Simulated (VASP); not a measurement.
# Zr (Im-3m) in VASP: further runs

Aim: see how the results for Zr move with the level of theory and the settings. Levels: LDA, PBEsol, PBE, r2SCAN. Tasks: electric field gradients.

Program: VASP 6.6.1. These are calculated values, not measurements. Logs are shortened: lines on timing, memory, paths and dates and some standing lists are left out, and cuts for length are marked.

## Step 1: The cell of the first run

The structure is cubic, space group Im-3m (No. 229). Conventional cell: a = 3.582 Å, b = 3.582 Å, c = 3.582 Å, α = 90.00°, β = 90.00°, γ = 90.00°. Zr (site symmetry m-3m) has 14 Zr at 3.10 to 3.58 Å within 4.1 Å.

## Step 2: Electric field gradients, LDA

INCAR reads:

```
PREC     = Accurate       # precision mode
ENCUT    = 520            # plane-wave cutoff, eV
EDIFF    = 1E-8           # SCF threshold, eV
ISMEAR   = -1             # smearing method
SIGMA    = 0.05           # smearing width, eV
LREAL    = F              # projectors in reciprocal space
LASPH    = T              # aspherical terms in the spheres
NELM     = 100            # most SCF steps
ALGO     = Normal         # electronic algorithm
ISIF     = 2              # what is computed and relaxed
LWAVE    = F              # write WAVECAR
LCHARG   = F              # write CHGCAR
LEFG     = T            
NBANDS   = 12             # bands
```

KPOINTS reads:

```
regular mesh
0
Gamma
  13 13 13
```

POSCAR reads:

```
Zr
1.0
   -1.7908472709      1.7908472709      1.7908472709
    1.7908472709     -1.7908472709      1.7908472709
    1.7908472709      1.7908472709     -1.7908472709
Zr
1
Direct
    0.0000000000      0.0000000000      0.0000000000
```

Potentials or basis: VASP PAW LDA potentials, release 64 (Zr_sv).

Launch:

```
$ cat potpaw_LDA.64/Zr_sv/POTCAR > POTCAR
$ mpirun -np 1 vasp_std > vasp.out
```

OUTCAR:

```text
PREC = Accurate
   ENCUT = 520
   EDIFF = 1E-8
   ISMEAR = -1
   LREAL = F
   LASPH = T
   NELM = 100
   ISIF = 2

 ion  position               nearest neighbor table
   1  0.000  0.000  0.000-

  LATTYP: Found a body centered cubic cell.
 ALAT       =     3.5816945418

  Lattice vectors:

 A1 = (  -1.7908472709,   1.7908472709,   1.7908472709)
 A2 = (   1.7908472709,  -1.7908472709,   1.7908472709)
 A3 = (   1.7908472709,   1.7908472709,  -1.7908472709)

Analysis of symmetry for initial positions (statically):
=====================================================================
 Subroutine PRICEL returns:
 Original cell was already a primitive cell.

 Routine SETGRP: Setting up the symmetry group for a
 body centered cubic supercell.

 Subroutine GETGRP returns: Found 48 space group operations
 (whereof 48 operations were pure point group operations)
 out of a pool of 48 trial point group operations.

The static configuration has the point symmetry O_h .

Analysis of symmetry for dynamics (positions and initial velocities):
=====================================================================
 Subroutine PRICEL returns:
 Original cell was already a primitive cell.

 Routine SETGRP: Setting up the symmetry group for a
 body centered cubic supercell.

 Subroutine GETGRP returns: Found 48 space group operations
 (whereof 48 operations were pure point group operations)
 out of a pool of 48 trial point group operations.

The dynamic configuration has the point symmetry O_h .

 Subroutine INISYM returns: Found 48 space group operations
 (whereof 48 operations are pure point group operations),
 and found     1 'primitive' translations

----------------------------------------------------------------------------------------

                                     Primitive cell

  volume of cell :      22.9739

  direct lattice vectors                    reciprocal lattice vectors
    -1.790847271  1.790847271  1.790847271     0.000000000  0.279197455  0.279197455
     1.790847271 -1.790847271  1.790847271     0.279197455  0.000000000  0.279197455
     1.790847271  1.790847271 -1.790847271     0.279197455  0.279197455  0.000000000

  length of vectors
[... 116 lines left out ...]

 number of electron      12.0000000 magnetization

 Free energy of the ion-electron system (eV)
  ---------------------------------------------------
  ext. energy  EPLUGINS =         0.00000000
  ---------------------------------------------------
  free energy    TOTEN  =        -9.21091042 eV

  energy without entropy =       -9.19509145  energy(sigma->0) =       -9.20300094

 E-fermi :   8.6654     XC(G=0): -11.3492

 val. band max:        8.6606427304   @ k =  -0.3077  -0.4615   0.0769
 cond. band min:       8.6711900965   @ k =   0.2308   0.2308   0.0000
 fundamental gap:      0.0105473661
 Fermi energy:         8.6653737671

 k-point     1 :       0.0000    0.0000    0.0000
  band No.  band energies     occupation
      1     -39.5311      2.00000
      2     -17.1593      2.00000
      3     -17.1593      2.00000
      4     -17.1593      2.00000
      5       3.2921      2.00000
      6       9.7465      0.00000
      7       9.7465      0.00000
      8       9.7465      0.00000
      9      12.2706      0.00000
     10      12.2706      0.00000
     11      21.1324      0.00000
     12      21.1324      0.00000
[... 331 lines left out ...]
 k-point    24 :       0.2308    0.0769    0.0769
  band No.  band energies     occupation
      1     -39.4127      2.00000
      2     -17.8919      2.00000
      3     -17.3815      2.00000
      4     -17.2169      2.00000
      5       5.9317      2.00000
      6       8.2857      1.99899
      7       8.6216      1.41144
      8      12.1164      0.00000
      9      12.5783      0.00000
     10      13.4556      0.00000
     11      20.9133      0.00000
     12      21.3810      0.00000

 [... further k-points ...]
[... 5 lines left out ...]
  --------------------------------------------------------------------------------------
  -------------------------------------------------------------------------------------
  Total       -1.0457893     -1.0457893     -1.0457893      0.0000000      0.0000000      0.0000000
  in kB      -72.9321731    -72.9321731    -72.9321731      0.0000000      0.0000000      0.0000000
  external PRESSURE =     -72.9321731 kB  Pullay stress =       0.0000000 kB

 VOLUME and BASIS-vectors are now :
 -----------------------------------------------------------------------------
  energy-cutoff  :      520.00
  volume of cell :       22.97
      direct lattice vectors                 reciprocal lattice vectors
    -1.790847271  1.790847271  1.790847271     0.000000000  0.279197455  0.279197455
     1.790847271 -1.790847271  1.790847271     0.279197455  0.000000000  0.279197455
     1.790847271  1.790847271 -1.790847271     0.279197455  0.279197455  0.000000000

 POSITION                                       TOTAL-FORCE (eV/Angst)
 -----------------------------------------------------------------------------------
      0.00000      0.00000      0.00000        -0.000000     -0.000000      0.000000
 -----------------------------------------------------------------------------------
    total drift:                               -0.000000      0.000000      0.000000

  FREE ENERGIE OF THE ION-ELECTRON SYSTEM (eV)
  ---------------------------------------------------
  free  energy   TOTEN  =        -9.2109104243 eV

  energy  without entropy=       -9.1950914497  energy(sigma->0) =       -9.20300094

 Electric field gradients (V/A^2)
---------------------------------------------------------------------
 ion       V_xx      V_yy      V_zz      V_xy      V_xz      V_yz
---------------------------------------------------------------------
   1       0.000     0.000     0.000    -0.000    -0.000    -0.000
---------------------------------------------------------------------

 Electric field gradients after diagonalization (V/A^2)
 (convention: |V_zz| > |V_xx| > |V_yy|)
----------------------------------------------------------------------
 ion       V_xx      V_yy      V_zz     asymmetry (V_yy - V_xx)/ V_zz
----------------------------------------------------------------------
   1       0.000     0.000    -0.000       0.000
----------------------------------------------------------------------

           NMR quadrupolar parameters

 Cq : quadrupolar parameter    Cq=e*Q*V_zz/h
 eta: asymmetry parameters     (V_yy - V_xx)/ V_zz
 Q  : nuclear electric quadrupole moment in mb (millibarn)
----------------------------------------------------------------------
 ion       Cq(MHz)       eta       Q (mb)
----------------------------------------------------------------------
   1      -0.000       0.000       1.000
----------------------------------------------------------------------
```

OSZICAR:

```text
N       E                     dE             d eps       ncg     rms          rms(c)
DAV:   1     0.857530125577E+02    0.85753E+02   -0.69383E+03  2016   0.997E+02
DAV:   2    -0.662054807462E+01   -0.92374E+02   -0.89807E+02  2300   0.273E+02
DAV:   3    -0.950352634593E+01   -0.28830E+01   -0.28298E+01  3000   0.406E+01
DAV:   4    -0.956247355622E+01   -0.58947E-01   -0.58910E-01  2344   0.558E+00
DAV:   5    -0.956376999109E+01   -0.12964E-02   -0.12964E-02  2892   0.611E-01    0.105E+01
DAV:   6    -0.926488232066E+01    0.29889E+00   -0.37871E-01  2236   0.547E+00    0.418E+00
DAV:   7    -0.920975994647E+01    0.55122E-01   -0.17023E-01  2460   0.343E+00    0.631E-01
DAV:   8    -0.921090346129E+01   -0.11435E-02   -0.93561E-03  2376   0.111E+00    0.828E-02
DAV:   9    -0.921091604505E+01   -0.12584E-04   -0.26616E-04  2552   0.154E-01    0.182E-02
DAV:  10    -0.921091031167E+01    0.57334E-05   -0.17329E-05  2372   0.435E-02    0.115E-02
DAV:  11    -0.921091044202E+01   -0.13035E-06   -0.14063E-06  2368   0.122E-02    0.137E-03
DAV:  12    -0.921091042537E+01    0.16649E-07   -0.60419E-08  2740   0.231E-03    0.760E-04
DAV:  13    -0.921091042429E+01    0.10798E-08   -0.56030E-09  1356   0.715E-04
   1 F= -.92109104E+01 E0= -.92030009E+01  d E =-.158190E-01
```

Wall time 5.6 s (1 thread of Intel Xeon 6975P-C (Granite Rapids), shared host); peak memory 0.13 GiB.

What came out:

| Quantity | Value |
| --- | --- |
| Free energy | -9.2109 eV |
| Pressure | -7.3 GPa |
| Band gap on the k mesh | zero (band 6 reaches 9.75 eV, above the bottom of band 7 at 8.05 eV) |

Levels at points of the mesh, in eV from the Fermi level:
| k point | band 2 | band 3 | band 4 | band 5 | band 6 | band 7 | band 8 | band 9 | band 10 | band 11 |
| --- | --- | --- | --- | --- | --- | --- | --- | --- | --- | --- |
| (0.00, 0.00, 0.00) | -25.82 | -25.82 | -25.82 | -5.37 | 1.08 | 1.08 | 1.08 | 3.61 | 3.61 | 12.47 |

Caveat: without QUAD_EFG the Cq values of the log hold for a quadrupole moment of 1 mb, not for the nuclei.

## Step 3: Electric field gradients, PBEsol

INCAR reads:

```
SYSTEM = Zr
PREC     = Accurate       ! precision mode
ENCUT    = 520            ! plane-wave cutoff, eV
EDIFF    = 1E-8           ! SCF threshold, eV
ISMEAR   = -1             ! smearing method
SIGMA    = 0.05           ! smearing width, eV
LREAL    = .FALSE.        ! projectors in reciprocal space
LASPH    = .TRUE.         ! aspherical terms in the spheres
NELM     = 80             ! most SCF steps
ALGO     = Normal         ! electronic algorithm
ISIF     = 2              ! what is computed and relaxed
LWAVE    = .FALSE.        ! write WAVECAR
LCHARG   = .FALSE.        ! write CHGCAR
GGA      = PS             ! functional
LEFG     = .TRUE.       
NBANDS   = 12             ! bands
```

KPOINTS reads:

```
Automatic mesh
0
G
  13 13 13
  0 0 0
```

POSCAR is that of step 2.

Potentials or basis: VASP PAW PBE potentials, release 64 (Zr_sv).

Launch:

```
$ cat potpaw_PBE.64/Zr_sv/POTCAR > POTCAR
$ mpirun -np 1 vasp_std > vasp.out
```

OUTCAR:

```text
SYSTEM = Zr
   PREC = Accurate
   ENCUT = 520
   EDIFF = 1E-8
   ISMEAR = -1
   LREAL = .FALSE.
   LASPH = .TRUE.
   NELM = 80
   ISIF = 2
   GGA = PS

 ion  position               nearest neighbor table
   1  0.000  0.000  0.000-

  LATTYP: Found a body centered cubic cell.
 ALAT       =     3.5816945418

  Lattice vectors:

 A1 = (  -1.7908472709,   1.7908472709,   1.7908472709)
 A2 = (   1.7908472709,  -1.7908472709,   1.7908472709)
 A3 = (   1.7908472709,   1.7908472709,  -1.7908472709)

Analysis of symmetry for initial positions (statically):
=====================================================================
 Subroutine PRICEL returns:
 Original cell was already a primitive cell.

 Routine SETGRP: Setting up the symmetry group for a
 body centered cubic supercell.

 Subroutine GETGRP returns: Found 48 space group operations
 (whereof 48 operations were pure point group operations)
 out of a pool of 48 trial point group operations.

The static configuration has the point symmetry O_h .

Analysis of symmetry for dynamics (positions and initial velocities):
=====================================================================
 Subroutine PRICEL returns:
 Original cell was already a primitive cell.

 Routine SETGRP: Setting up the symmetry group for a
 body centered cubic supercell.

 Subroutine GETGRP returns: Found 48 space group operations
 (whereof 48 operations were pure point group operations)
 out of a pool of 48 trial point group operations.

The dynamic configuration has the point symmetry O_h .

 Subroutine INISYM returns: Found 48 space group operations
 (whereof 48 operations are pure point group operations),
 and found     1 'primitive' translations

----------------------------------------------------------------------------------------

                                     Primitive cell

  volume of cell :      22.9739

  direct lattice vectors                    reciprocal lattice vectors
    -1.790847271  1.790847271  1.790847271     0.000000000  0.279197455  0.279197455
     1.790847271 -1.790847271  1.790847271     0.279197455  0.000000000  0.279197455
     1.790847271  1.790847271 -1.790847271     0.279197455  0.279197455  0.000000000

  length of vectors
     3.101838462  3.101838462  3.101838462     0.394844827  0.394844827  0.394844827

  position of ions in fractional coordinates (direct lattice)
     0.000000000  0.000000000  0.000000000

  ion indices of the primitive-cell ions
   primitive index   ion index
                 1           1

----------------------------------------------------------------------------------------

 KPOINTS: Automatic mesh

Automatic generation of k-mesh.
 Grid dimensions read from file:
 generate k-points for:   13   13   13

 Generating k-lattice:

  Cartesian coordinates                     Fractional coordinates (reciprocal lattice)
     0.000000000  0.021476727  0.021476727     0.076923077  0.000000000  0.000000000
     0.021476727  0.000000000  0.021476727     0.000000000  0.076923077  0.000000000
     0.021476727  0.021476727  0.000000000     0.000000000  0.000000000  0.076923077

  Length of vectors
     0.030372679  0.030372679  0.030372679
[... 64 lines left out ...]
   PSTRESS=    0.0 pullay stress
   NELECT =      12.0000    total number of electrons
   NUPDOWN=      -1.0000    fix difference up-down
   EMIN   =  10.00;   EMAX   =-10.00  energy-range for DOS
   EFERMI =   0.00;   METHOD = LEGACY
   ISMEAR =    -1;   SIGMA  =   0.05  broadening in eV -4-tet -1-fermi 0-gaus
   EFERMI_NEDOS =   21; number of points for ismear=-14 and -15
   IALGO  =     38    algorithm
   IMIX   =      4    mixing-type and parameters
     AMIX     =   0.40;   BMIX     =  1.00
     AMIX_MAG =   1.60;   BMIX_MAG =  1.00
  volume/ion in A,a.u.               =      22.97       155.04
  Fermi-wavevector in a.u.,A,eV,Ry     =   1.318429  2.491469 23.650390  1.738255
  Thomas-Fermi vector in A             =   2.448399
   LORBIT       =      0    0 simple, 1 ext, 2 COOP (PROOUT), +10 PAW based schemes
   GGA     = PS    functional components
   LHFCALC =     F    Hartree Fock is set to
   AEXX    =    0.0000 exact exchange contribution
   IVDW    =     0    specifies the selected vdW correction
   LEPSILON=     F    determine dielectric tensor
   LRPA    =     F    only Hartree local field effects (RPA)
 non-spin polarized calculation
  energy-cutoff  :      520.00
  volume of cell :       22.97
 maximum number of plane-waves:       632
   NGX = 11   NGY = 11   NGZ = 11

 number of electron      12.0000000 magnetization

 Free energy of the ion-electron system (eV)
  ---------------------------------------------------
  ext. energy  EPLUGINS =         0.00000000
  ---------------------------------------------------
  free energy    TOTEN  =        -9.00629047 eV

  energy without entropy =       -8.98998700  energy(sigma->0) =       -8.99813874

 E-fermi :   8.7374     XC(G=0): -11.2578

 val. band max:        8.7233345577   @ k =  -0.3077  -0.4615   0.0769
 cond. band min:       8.7384707640   @ k =   0.2308   0.2308   0.0000
 fundamental gap:      0.0151362064
 Fermi energy:         8.7373988821

 k-point     1 :       0.0000    0.0000    0.0000
  band No.  band energies     occupation
      1     -39.6353      2.00000
      2     -17.1489      2.00000
      3     -17.1489      2.00000
      4     -17.1489      2.00000
      5       3.3215      2.00000
      6       9.8512      0.00000
      7       9.8512      0.00000
      8       9.8512      0.00000
      9      12.3738      0.00000
     10      12.3738      0.00000
     11      21.1630      0.00000
     12      21.1630      0.00000
[... 331 lines left out ...]
 k-point    24 :       0.2308    0.0769    0.0769
  band No.  band energies     occupation
      1     -39.5188      2.00000
      2     -17.8759      2.00000
      3     -17.3693      2.00000
      4     -17.2060      2.00000
      5       5.9706      2.00000
      6       8.3747      1.99859
      7       8.6874      1.46218
      8      12.2227      0.00000
      9      12.6853      0.00000
     10      13.5499      0.00000
     11      20.9460      0.00000
     12      21.4507      0.00000

 [... further k-points ...]
[... 5 lines left out ...]
  --------------------------------------------------------------------------------------
  -------------------------------------------------------------------------------------
  Total       -0.6370582     -0.6370582     -0.6370582      0.0000000     -0.0000000      0.0000000
  in kB      -44.4277253    -44.4277253    -44.4277253      0.0000000     -0.0000000      0.0000000
  external PRESSURE =     -44.4277253 kB  Pullay stress =       0.0000000 kB

 VOLUME and BASIS-vectors are now :
 -----------------------------------------------------------------------------
  energy-cutoff  :      520.00
  volume of cell :       22.97
      direct lattice vectors                 reciprocal lattice vectors
    -1.790847271  1.790847271  1.790847271     0.000000000  0.279197455  0.279197455
     1.790847271 -1.790847271  1.790847271     0.279197455  0.000000000  0.279197455
     1.790847271  1.790847271 -1.790847271     0.279197455  0.279197455  0.000000000

 POSITION                                       TOTAL-FORCE (eV/Angst)
 -----------------------------------------------------------------------------------
      0.00000      0.00000      0.00000        -0.000000      0.000000      0.000000
 -----------------------------------------------------------------------------------
    total drift:                                0.000000     -0.000000     -0.000000

  FREE ENERGIE OF THE ION-ELECTRON SYSTEM (eV)
  ---------------------------------------------------
  free  energy   TOTEN  =        -9.0062904697 eV

  energy  without entropy=       -8.9899870039  energy(sigma->0) =       -8.99813874

 Electric field gradients (V/A^2)
---------------------------------------------------------------------
 ion       V_xx      V_yy      V_zz      V_xy      V_xz      V_yz
---------------------------------------------------------------------
   1      -0.000     0.000     0.000    -0.000    -0.000    -0.000
---------------------------------------------------------------------

 Electric field gradients after diagonalization (V/A^2)
 (convention: |V_zz| > |V_xx| > |V_yy|)
----------------------------------------------------------------------
 ion       V_xx      V_yy      V_zz     asymmetry (V_yy - V_xx)/ V_zz
----------------------------------------------------------------------
   1       0.000     0.000    -0.000       0.000
----------------------------------------------------------------------

           NMR quadrupolar parameters

 Cq : quadrupolar parameter    Cq=e*Q*V_zz/h
 eta: asymmetry parameters     (V_yy - V_xx)/ V_zz
 Q  : nuclear electric quadrupole moment in mb (millibarn)
----------------------------------------------------------------------
 ion       Cq(MHz)       eta       Q (mb)
----------------------------------------------------------------------
   1      -0.000       0.000       1.000
----------------------------------------------------------------------
```

It took 6.4 s on 1 thread of Intel Xeon 6975P-C (Granite Rapids), shared host; peak memory 0.14 GiB.

What came out:

```yaml
Free_energy: -9.0063 eV
Pressure: -4.4 GPa
Band_gap_on_the_k_mesh: zero (band 6 reaches 9.85 eV, above the bottom of band 7 at 8.13 eV)
```

Caveat: without QUAD_EFG the Cq values of the log hold for a quadrupole moment of 1 mb, not for the nuclei; the PAW data sets were made with another functional, which shifts forces and pressure a little.

[end of part 1 of 2]
